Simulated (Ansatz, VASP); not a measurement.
**Two plane-wave programs on NbAg4**

```
Nb Ag
1.0
    -3.09802    3.09802    3.09802
     3.09802   -3.09802    3.09802
     3.09802    3.09802   -3.09802
Nb Ag
1 4
Direct
  0.00000 0.00000 0.00000
  0.00000 0.00000 0.50000
  0.00000 0.50000 0.00000
  0.50000 0.00000 0.00000
  0.50000 0.50000 0.50000
```

Change from the starting cell: species swapped into the CrGa4 type (Im-3m, No. 229).

Alike in both runs: functional PBE; k mesh 4 × 4 × 4; occupations gaussian, width 0.1 eV; no spin polarisation.

Ansatz relaxed the structure, and its values are those at the end. VASP's run is a single point on that final structure, the one shown.

```csv
,VASP,Ansatz
version,VASP 6.6.1,Ansatz 0.2.0
potentials or method,"VASP PAW PBE potentials, release 64 (Nb_sv, Ag), cutoff 520 eV","scalar-relativistic, plane waves, PAW"
valence electrons in the cell,57,89
```

|  | VASP | Ansatz | Ansatz less VASP |
| --- | --- | --- | --- |
| gap on the k mesh at the Fermi level (eV) | none | none | - |
| pressure (GPa) | 0.0 | 0.0 | +0.03 |

A gap of «none» marks a metal or a gap that the smearing closes. With one functional, cell and mesh, what is left measures potentials, basis and numerics. VASP's potentials hold 57 valence electrons a cell and Ansatz's 89, so a difference there can come from the potentials and not from the codes.
